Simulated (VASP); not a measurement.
# SrTl (Pm-3m) in VASP: further runs

Runs on SrTl. Level: LDA. Tasks: electric field gradients.

Everything below comes from runs of VASP 6.6.1. Logs are shortened: lines on timing, memory, paths and dates and some standing lists are left out, and cuts for length are marked.

## (1) The cell of the first run

The structure is cubic, space group Pm-3m (No. 221). Conventional cell: a = 4.063 Å, b = 4.063 Å, c = 4.063 Å, α = 90.00°, β = 90.00°, γ = 90.00°. Within 4.6 Å of Sr (site symmetry m-3m) lie 8 Tl at 3.52 Å and 6 Sr at 4.06 Å. Tl (site symmetry m-3m) has 8 Sr at 3.52 Å and 6 Tl at 4.06 Å within 4.6 Å.

## (2) Electric field gradients, LDA

Contents of INCAR:

```
PREC = Accurate
ENCUT = 520
EDIFF = 1E-8
ISMEAR = -1
SIGMA = 0.05
LREAL = F
LASPH = T
NELM = 60
ALGO = Normal
ISIF = 2
LWAVE = F
LCHARG = F
LEFG = T
NBANDS = 18
```

Contents of KPOINTS:

```
regular mesh
0
Gamma
  9 9 9
```

Contents of POSCAR:

```
SrTl
1.0
    4.0628529900      0.0000000000      0.0000000000
    0.0000000000      4.0628529900      0.0000000000
    0.0000000000      0.0000000000      4.0628529900
Sr Tl
1 1
Direct
    0.0000000000      0.0000000000      0.0000000000
    0.5000000000      0.5000000000      0.5000000000
```

Potentials or basis: VASP PAW LDA potentials, release 64 (Sr_sv, Tl_d).

On the command line:

```console
$ cat potpaw_LDA.64/Sr_sv/POTCAR potpaw_LDA.64/Tl_d/POTCAR > POTCAR
$ mpirun -np 1 vasp_std > vasp.out
```

OUTCAR:

```text
PREC = Accurate
   ENCUT = 520
   EDIFF = 1E-8
   ISMEAR = -1
   LREAL = F
   LASPH = T
   NELM = 60
   ISIF = 2

 ion  position               nearest neighbor table
   1  0.000  0.000  0.000-   2 3.52   2 3.52   2 3.52   2 3.52   2 3.52   2 3.52   2 3.52   2 3.52

   2  0.500  0.500  0.500-   1 3.52   1 3.52   1 3.52   1 3.52   1 3.52   1 3.52   1 3.52   1 3.52

  LATTYP: Found a simple cubic cell.
 ALAT       =     4.0628529900

  Lattice vectors:

 A1 = (   4.0628529900,   0.0000000000,   0.0000000000)
 A2 = (   0.0000000000,   4.0628529900,   0.0000000000)
 A3 = (   0.0000000000,   0.0000000000,   4.0628529900)

Analysis of symmetry for initial positions (statically):
=====================================================================
 Subroutine PRICEL returns:
 Original cell was already a primitive cell.

 Routine SETGRP: Setting up the symmetry group for a
 simple cubic supercell.

 Subroutine GETGRP returns: Found 48 space group operations
 (whereof 48 operations were pure point group operations)
 out of a pool of 48 trial point group operations.

The static configuration has the point symmetry O_h .

Analysis of symmetry for dynamics (positions and initial velocities):
=====================================================================
 Subroutine PRICEL returns:
 Original cell was already a primitive cell.

 Routine SETGRP: Setting up the symmetry group for a
 simple cubic supercell.

 Subroutine GETGRP returns: Found 48 space group operations
 (whereof 48 operations were pure point group operations)
 out of a pool of 48 trial point group operations.

The dynamic configuration has the point symmetry O_h .

 Subroutine INISYM returns: Found 48 space group operations
 (whereof 48 operations are pure point group operations),
 and found     1 'primitive' translations

----------------------------------------------------------------------------------------

                                     Primitive cell

  volume of cell :      67.0646

  direct lattice vectors                    reciprocal lattice vectors
     4.062852990  0.000000000  0.000000000     0.246132460  0.000000000  0.000000000
     0.000000000  4.062852990  0.000000000     0.000000000  0.246132460  0.000000000
     0.000000000  0.000000000  4.062852990     0.000000000  0.000000000  0.246132460

  length of vectors
     4.062852990  4.062852990  4.062852990     0.246132460  0.246132460  0.246132460

  position of ions in fractional coordinates (direct lattice)
     0.000000000  0.000000000  0.000000000
     0.500000000  0.500000000  0.500000000

  ion indices of the primitive-cell ions
   primitive index   ion index
                 1           1
                 2           2

----------------------------------------------------------------------------------------

 KPOINTS: regular mesh

Automatic generation of k-mesh.
 Grid dimensions read from file:
 generate k-points for:    9    9    9

 Generating k-lattice:

  Cartesian coordinates                     Fractional coordinates (reciprocal lattice)
     0.027348051  0.000000000  0.000000000     0.111111111  0.000000000  0.000000000
     0.000000000  0.027348051  0.000000000     0.000000000  0.111111111  0.000000000
     0.000000000  0.000000000  0.027348051     0.000000000  0.000000000  0.111111111

  Length of vectors
     0.027348051  0.027348051  0.027348051

  Shift w.r.t. Gamma in fractional coordinates (k-lattice)
     0.000000000  0.000000000  0.000000000

 Subroutine IBZKPT returns following result:
 ===========================================

 Found     35 irreducible k-points:

 Following reciprocal coordinates:
            Coordinates               Weight
  0.000000  0.000000  0.000000      1.000000
  0.111111  0.000000  0.000000      6.000000
  0.222222  0.000000  0.000000      6.000000
  0.333333  0.000000  0.000000      6.000000
  0.444444  0.000000  0.000000      6.000000
  0.111111  0.111111  0.000000     12.000000
[... 16 lines left out ...]
  0.333333  0.333333  0.111111     24.000000
  0.444444  0.333333  0.111111     48.000000
 [... further k-points ...]
   k-points           NKPTS =     35   k-points in BZ     NKDIM =     35   number of bands    NBANDS=     18
   number of dos      NEDOS =    301   number of ions     NIONS =      2
   total plane-waves  NPLWV =  27000
   dimension x,y,z NGX =    30 NGY =   30 NGZ =   30
   dimension x,y,z NGXF=    60 NGYF=   60 NGZF=   60
   ions per type =               1   1
   NGX,Y,Z   is equivalent  to a cutoff of  12.28, 12.28, 12.28 a.u.
   NGXF,Y,Z  is equivalent  to a cutoff of  24.55, 24.55, 24.55 a.u.
 SYSTEM =  unknown system
   PREC   = accura    normal or accurate (medium, high low for compatibility)
   ISTART =      0    job   : 0-new  1-cont  2-samecut
   ICHARG =      2    charge: 1-file 2-atom 10-const
   ISPIN  =      1    spin polarized calculation?
   LNONCOLLINEAR =      F non collinear calculations
   LSORBIT =      F    spin-orbit coupling
   LASPH  =      T    aspherical Exc in radial PAW
   ENCUT  =  520.0 eV  38.22 Ry    6.18 a.u.   7.55  7.55  7.55*2*pi/ulx,y,z
   NELM   =     60;   NELMIN=  2; NELMDL= -5     # of ELM steps
   EDIFF  = 0.1E-07   stopping-criterion for ELM
   LREAL  =      F    real-space projection
   EDIFFG = 0.1E-06   stopping-criterion for IOM
   NSW    =      0    number of steps for IOM
   IBRION =     -1    ionic relax: 0-MD 1-quasi-New 2-CG
   NFREE  =      0    steps in history (QN), initial steepest desc. (CG)
   ISIF   =      2    stress and relaxation
   ISYM   =      2    0-nonsym 1-usesym 2-fastsym
   POTIM  = 0.5000    time-step for ionic-motion
   TEBEG  =    0.0;   TEEND  =   0.0 temperature during run
   PSTRESS=    0.0 pullay stress
   NELECT =      23.0000    total number of electrons
   NUPDOWN=      -1.0000    fix difference up-down
   EMIN   =  10.00;   EMAX   =-10.00  energy-range for DOS
   EFERMI =   0.00;   METHOD = LEGACY
   ISMEAR =    -1;   SIGMA  =   0.05  broadening in eV -4-tet -1-fermi 0-gaus
   EFERMI_NEDOS =   21; number of points for ismear=-14 and -15
   IALGO  =     38    algorithm
   IMIX   =      4    mixing-type and parameters
     AMIX     =   0.40;   BMIX     =  1.00
     AMIX_MAG =   1.60;   BMIX_MAG =  1.00
  volume/ion in A,a.u.               =      33.53       226.29
  Fermi-wavevector in a.u.,A,eV,Ry     =   1.145917  2.165468 17.866148  1.313125
  Thomas-Fermi vector in A             =   2.282603
   LORBIT       =      0    0 simple, 1 ext, 2 COOP (PROOUT), +10 PAW based schemes
   GGA     = CA    functional components
   LHFCALC =     F    Hartree Fock is set to
   AEXX    =    0.0000 exact exchange contribution
   IVDW    =     0    specifies the selected vdW correction
   LEPSILON=     F    determine dielectric tensor
   LRPA    =     F    only Hartree local field effects (RPA)
 non-spin polarized calculation
  energy-cutoff  :      520.00
  volume of cell :       67.06
 maximum number of plane-waves:      1839
 NGX is ok and might be reduce to    30
   NGX = 15   NGY = 15   NGZ = 15

 number of electron      22.9999998 magnetization

 Free energy of the ion-electron system (eV)
  ---------------------------------------------------
  ext. energy  EPLUGINS =         0.00000000
  ---------------------------------------------------
  free energy    TOTEN  =        -5.84991825 eV

  energy without entropy =       -5.83637875  energy(sigma->0) =       -5.84314850

 E-fermi :   4.1194     XC(G=0):  -9.4931

 val. band max:        4.1024566611   @ k =   0.4444   0.2222   0.2222
 cond. band min:       4.1308505309   @ k =   0.3333   0.2222   0.2222
 fundamental gap:      0.0283938698
 Fermi energy:         4.1194377767

 k-point     1 :       0.0000    0.0000    0.0000
  band No.  band energies     occupation
      1     -31.5980      2.00000
      2     -13.6467      2.00000
      3     -13.6467      2.00000
      4     -13.6467      2.00000
      5      -7.3394      2.00000
      6      -7.3394      2.00000
[... 10 lines left out ...]
     17       9.0129      0.00000
     18       9.0129      0.00000
[... 463 lines left out ...]
 k-point    24 :       0.4444    0.3333    0.1111
  band No.  band energies     occupation
      1     -31.5794      2.00000
      2     -13.8208      2.00000
      3     -13.7716      2.00000
      4     -13.6392      2.00000
      5      -7.3177      2.00000
      6      -7.2721      2.00000
[... 10 lines left out ...]
     17       9.8530      0.00000
     18      10.2178      0.00000

 [... further k-points ...]

------------------------ aborting loop because EDIFF is reached ----------------------------------------

  FORCE on cell =-STRESS in cart. coord.  units (eV):
  Direction    XX          YY          ZZ          XY          YZ          ZX
  --------------------------------------------------------------------------------------
  -------------------------------------------------------------------------------------
  Total       -0.9346967     -0.9346967     -0.9346967      0.0000000      0.0000000     -0.0000000
  in kB      -22.3299615    -22.3299615    -22.3299615      0.0000000      0.0000000     -0.0000000
  external PRESSURE =     -22.3299615 kB  Pullay stress =       0.0000000 kB

 VOLUME and BASIS-vectors are now :
 -----------------------------------------------------------------------------
  energy-cutoff  :      520.00
  volume of cell :       67.06
      direct lattice vectors                 reciprocal lattice vectors
     4.062852990  0.000000000  0.000000000     0.246132460  0.000000000  0.000000000
     0.000000000  4.062852990  0.000000000     0.000000000  0.246132460  0.000000000
     0.000000000  0.000000000  4.062852990     0.000000000  0.000000000  0.246132460

 POSITION                                       TOTAL-FORCE (eV/Angst)
 -----------------------------------------------------------------------------------
      0.00000      0.00000      0.00000         0.000000      0.000000      0.000000
      2.03143      2.03143      2.03143         0.000000      0.000000      0.000000
 -----------------------------------------------------------------------------------
    total drift:                                0.000000      0.000000      0.000000

  FREE ENERGIE OF THE ION-ELECTRON SYSTEM (eV)
  ---------------------------------------------------
  free  energy   TOTEN  =        -5.8499182477 eV

  energy  without entropy=       -5.8363787487  energy(sigma->0) =       -5.84314850

 Electric field gradients (V/A^2)
---------------------------------------------------------------------
 ion       V_xx      V_yy      V_zz      V_xy      V_xz      V_yz
---------------------------------------------------------------------
   1       0.000    -0.000    -0.000     0.000    -0.000    -0.000
   2      -0.000    -0.000     0.000    -0.000    -0.000    -0.000
---------------------------------------------------------------------

 Electric field gradients after diagonalization (V/A^2)
 (convention: |V_zz| > |V_xx| > |V_yy|)
----------------------------------------------------------------------
 ion       V_xx      V_yy      V_zz     asymmetry (V_yy - V_xx)/ V_zz
----------------------------------------------------------------------
   1      -0.000     0.000    -0.000      -0.991
   2      -0.000    -0.000     0.000       0.226
----------------------------------------------------------------------

           NMR quadrupolar parameters

 Cq : quadrupolar parameter    Cq=e*Q*V_zz/h
 eta: asymmetry parameters     (V_yy - V_xx)/ V_zz
 Q  : nuclear electric quadrupole moment in mb (millibarn)
----------------------------------------------------------------------
 ion       Cq(MHz)       eta       Q (mb)
----------------------------------------------------------------------
   1      -0.000      -0.991       1.000
   2       0.000       0.226       1.000
----------------------------------------------------------------------
```

Wall time 29 s (1 thread of Intel Xeon Platinum 8259CL at 2.50GHz (Skylake/Cascade Lake), shared host); peak memory 0.18 GiB.

Results:

| Quantity | Value |
| --- | --- |
| Free energy | -5.8499 eV |
| Pressure | -2.2 GPa |

Caveat: without QUAD_EFG the Cq values of the log hold for a quadrupole moment of 1 mb, not for the nuclei; spin-orbit coupling is left out, which moves the levels of the heavy elements.

(Part 1 of 2 ends here.)
